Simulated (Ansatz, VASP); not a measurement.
## ZnCd2TeO2: VASP beside Ansatz

File INCAR:

```
SYSTEM = ZnCd2TeO2
PREC = Accurate
ENCUT = 520
EDIFF = 1E-6
ISMEAR = 0
SIGMA = 0.1
LREAL = .False.
LASPH = .True.
NELM = 80
ALGO = Normal
ISIF = 2
LWAVE = .False.
LCHARG = .True.
GGA = PE
LELF = .True.
LVHAR = .True.
NBANDS = 36
```

Contents of KPOINTS:

```
Automatic mesh
0
Gamma
  4 4 4
  0 0 0
```

File POSCAR:

```
ZnCd2TeO2
1.0
    4.4857126800      0.0000000000      0.0000000000
    0.0000000000      4.4857126800      0.0000000000
    0.0000000000      0.0000000000      6.0242128600
Zn Cd Te O
1 2 1 2
Direct
    0.0000000000      0.0000000000      0.0000000000
    0.5000000000      0.0000000000      0.0000000000
    0.0000000000      0.5000000000      0.0000000000
    0.0000000000      0.0000000000      0.5000000000
    0.5000000000      0.5000000000      0.7457699800
    0.5000000000      0.5000000000      0.2542300200
```

Input for Ansatz:

```yaml
crystal:
  lattice:
    - [4.48571268, 0.0, 0.0]
    - [0.0, 4.48571268, 0.0]
    - [0.0, 0.0, 6.02421286]
  atoms:
    - { symbol: Zn, position: [0.0, 0.0, 0.0] }
    - { symbol: Cd, position: [0.5, 0.0, 0.0] }
    - { symbol: Cd, position: [0.0, 0.5, 0.0] }
    - { symbol: Te, position: [0.0, 0.0, 0.5] }
    - { symbol: O, position: [0.5, 0.5, 0.74576998] }
    - { symbol: O, position: [0.5, 0.5, 0.25423002] }
basis:
  ecutwfc: 420
kpoints:
  mp_grid: { grid: [4, 4, 4] }
hamiltonian:
  xc: pbe
scf:
  occupations: { method: gaussian, width: 0.1 }
  lower_state_search: "off"
output:
  forces: true
  stress: true
  eigenvalues: true
```

Change from the starting cell: species swapped into the LaAl2BRu2 type (P4/mmm, No. 123).

Alike in both runs: task single point; functional PBE; k mesh 4 × 4 × 4; occupations gaussian, width 0.1 eV; no spin polarisation.

|  | VASP | Ansatz |
| --- | --- | --- |
| version | VASP 6.6.1 | Ansatz 0.2.0 |
| potentials or method | VASP PAW PBE potentials, release 64 (Zn, Cd, Te, O), cutoff 520 eV | scalar-relativistic, plane waves, PAW |
| valence electrons in the cell | 54 | 80 |

Ansatz gave:

- gap on the k mesh at the Fermi level (eV): none
- pressure (GPa): 5.8
- traceless stress, the component that is largest in VASP (GPa): -14.63
- rms of the force components (eV/Å): 0.346

Q: What did VASP give for the same quantities?

A: gap on the k mesh at the Fermi level (eV): none; pressure (GPa): 6.5; traceless stress, the component that is largest in VASP (GPa): -15.22; rms of the force components (eV/Å): 0.336.

Atom by atom the forces differ by 0.009 eV/Å (rms over components). A gap of «none» marks a metal or a gap that the smearing closes. The functional is the same, so the differences come from potentials, cutoffs and numerics. VASP's potentials hold 54 valence electrons a cell and Ansatz's 80, so a difference there can come from the potentials and not from the codes.

Neither program's run includes spin-orbit coupling.
